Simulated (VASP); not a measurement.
Si, 8 atoms in the cell. The structure is cubic, space group Ia-3 (No. 206). Conventional cell: a = 6.567 Å, b = 6.567 Å, c = 6.567 Å, α = 90.00°, β = 90.00°, γ = 90.00°. Within 3.1 Å of Si (site symmetry 3) lie 4 Si at 2.33 to 2.36 Å. 

- Program: VASP 6.6.1
- Task: vibrations by perturbation theory
- Functional: LDA
- Potentials or basis: VASP PAW LDA potentials, release 64 (Si)
- Cutoff: 520 eV
- k mesh: 8 × 8 × 8
- Occupations: gaussian, width 0.15 eV
- Spin: no spin polarisation
- Dipole correction: no
- Further INCAR settings: ALGO = Normal; EDIFF = 1e-08; NBANDS = 26; IBRION = 8; NSW = 1

Potentials or basis: VASP PAW LDA potentials, release 64 (Si).

Command:

```sh
$ cat potpaw_LDA.64/Si/POTCAR > POTCAR
$ mpirun -np 4 vasp_std > vasp.out
```

Hardware: 4 MPI ranks on Oxide Virtual Turin-like Processor, with other jobs on the host.

Problem. Estimate the wall time of this run.

Solution. It took 13 min on 4 MPI ranks on Oxide Virtual Turin-like Processor (shared host), peak memory 1.5 GiB a rank. Counts: scf iterations 31, k points 35.
